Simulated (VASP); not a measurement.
Li2ZrO2, 5 atoms in the cell. The structure is tetragonal, space group I4/mmm (No. 139). Conventional cell: a = 2.982 Å, b = 2.982 Å, c = 10.195 Å, α = 90.00°, β = 90.00°, γ = 90.00°. Li (site symmetry -4m2) has 4 O at 1.96 Å and 4 Li at 2.11 Å within 2.6 Å. Within 3.3 Å of Zr (site symmetry 4/mmm) lie 8 O at 2.47 Å and 8 Li at 2.95 Å and 4 Zr at 2.98 Å. O (site symmetry 4mm) has 4 Li at 1.96 Å and 4 Zr at 2.47 Å and 1 O at 2.57 Å within 2.6 Å. 

| Item | Value |
| --- | --- |
| Program | VASP 6.6.1 |
| Task | single point |
| Functional | PBE |
| Potentials or basis | VASP PAW PBE potentials, release 64 (Li_sv, Zr_sv, O) |
| Cutoff | 520 eV |
| k mesh | 8 × 8 × 8 |
| Occupations | gaussian, width 0.1 eV |
| Spin | no spin polarisation |
| Dipole correction | no |
| Further INCAR settings | ALGO = Normal; EDIFF = 1e-06; NBANDS = 23 |

Potentials or basis: VASP PAW PBE potentials, release 64 (Li_sv, Zr_sv, O).

Launch:

```console
$ cat potpaw_PBE.64/Li_sv/POTCAR potpaw_PBE.64/Zr_sv/POTCAR potpaw_PBE.64/O/POTCAR > POTCAR
$ mpirun -np 1 vasp_std > vasp.out
```

Hardware: 1 thread of Intel(R) Xeon(R) 6975P-C (Granite Rapids), with other jobs on the host.

Question: Estimate the wall time of this run.

Answer: Wall time 98 s on 1 thread of Intel(R) Xeon(R) 6975P-C (Granite Rapids) (shared host), peak memory 0.27 GiB. Counts: scf iterations 13, k points 59.
